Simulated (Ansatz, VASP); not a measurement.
**Ba: VASP beside Ansatz**

Contents of INCAR:

```
SYSTEM = Ba
PREC = Accurate
ENCUT = 520
EDIFF = 1E-7
ISMEAR = -1
SIGMA = 0.08
LREAL = .False.
LASPH = .True.
NELM = 60
ALGO = Normal
ISIF = 2
LWAVE = .False.
LCHARG = .False.
GGA = PE
NBANDS = 17
```

The input KPOINTS:

```
Automatic mesh
0
Gamma
  10 10 10
  0 0 0
```

File POSCAR:

```
Ba
1.0
   -3.0567782119      3.0567782119      1.6820175714
    3.0567782119     -3.0567782119      1.6820175714
    3.0567782119      3.0567782119     -1.6820175714
Ba
2
Direct
   -0.3750000000     -0.1250000000     -0.2500000000
    0.3750000000      0.1250000000      0.2500000000
```

Input for Ansatz:

```yaml
crystal:
  lattice:
    - [-3.0567782119, 3.0567782119, 1.6820175714]
    - [3.0567782119, -3.0567782119, 1.6820175714]
    - [3.0567782119, 3.0567782119, -1.6820175714]
  atoms:
    - { symbol: Ba, position: [-0.375, -0.125, -0.25] }
    - { symbol: Ba, position: [0.375, 0.125, 0.25] }
kpoints:
  mp_grid: { grid: [10, 10, 10] }
scf:
  occupations: { method: fermi_dirac, width: 0.08 }
hamiltonian:
  xc: pbe
  pseudopotentials: { kind: paw }
output:
  forces: true
  stress: true
  eigenvalues: true
  populations: true
```

Change from the starting cell: volume scaled by 0.52, PAW files.

Alike in both runs: task single point; functional PBE; k mesh 10 × 10 × 10; occupations fermi-dirac, width 0.08 eV; no spin polarisation.

|  | VASP | Ansatz |
| --- | --- | --- |
| version | VASP 6.6.1 | Ansatz 0.2.0 |
| potentials or method | VASP PAW PBE potentials, release 64 (Ba_sv) | PAW with Ansatz's default frozen-core files, scalar-relativistic |
| plane-wave cutoff (eV) | 520 | 420 |
| valence electrons in the cell | 20 | 20 |

Ansatz gave:

```
pressure (GPa)                                                : 14.7
traceless stress, the component that is largest in VASP (GPa) : 0.39
```

Problem. Which values does VASP return?

Solution. Pressure (GPa): 17.3; traceless stress, the component that is largest in VASP (GPa): 0.27.

Spin-orbit coupling is off throughout.
